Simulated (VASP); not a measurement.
Al5As:

```xyz
6
Lattice="0.0000 3.5170 3.5170 3.5170 0.0000 3.5170 3.5170 3.5170 0.0000" Properties=species:S:1:pos:R:3 pbc="T T T"
Al    4.3962    4.3962    2.6377
Al    4.3962    2.6377    4.3962
Al    2.6377    4.3962    4.3962
Al    2.6377    2.6377    2.6377
Al    5.2755    5.2755    5.2755
As    0.0000    0.0000    0.0000
```

| Item | Value |
| --- | --- |
| Program | VASP 6.6.1 |
| Task | relaxation of cell and atoms |
| Functional | PBE |
| Potentials or basis | VASP PAW PBE potentials, release 64 (Al, As) |
| Cutoff | 600 eV |
| k mesh | 4 × 4 × 4 |
| Occupations | gaussian, width 0.1 eV |
| Spin | no spin polarisation |

At the start: pressure 21.3 GPa; volume 14.50 Å³/atom.

**Question.** How do energy, volume and symmetry change on relaxing?

**Answer.** Over 5 steps the energy falls by 184.5 meV/atom and the volume is 17.86 Å³/atom (+23.2 %); space group F-43m (No. 216, to 0.05 Å).

Step by step:
```
step  energy change (eV)  largest force (eV/Å)  pressure (GPa)  volume (Å³)
   1              0.0000                0.4541           21.35        87.00
   2             -1.0277                0.2470           -3.33       113.67
   3             -1.1048                0.1380            0.30       106.58
   4             -1.1050                0.1451            0.04       107.00
   5             -1.1070                0.0042           -0.04       107.15
```

Final structure:
```
CELL_PARAMETERS angstrom
0.00000 3.76984 3.76984
3.76984 0.00000 3.76984
3.76984 3.76984 0.00000
ATOMIC_POSITIONS crystal
Al 0.37591 0.37591 0.87228
Al 0.37591 0.87228 0.37591
Al 0.87228 0.37591 0.37591
Al 0.37591 0.37591 0.37591
Al 0.75000 0.75000 0.75000
As 0.00000 0.00000 0.00000
```

Caveat: the k points lie up to 0.36 Å⁻¹ apart in the final cell; the volume moved by over 15 % at a fixed basis, so the end points are rough.
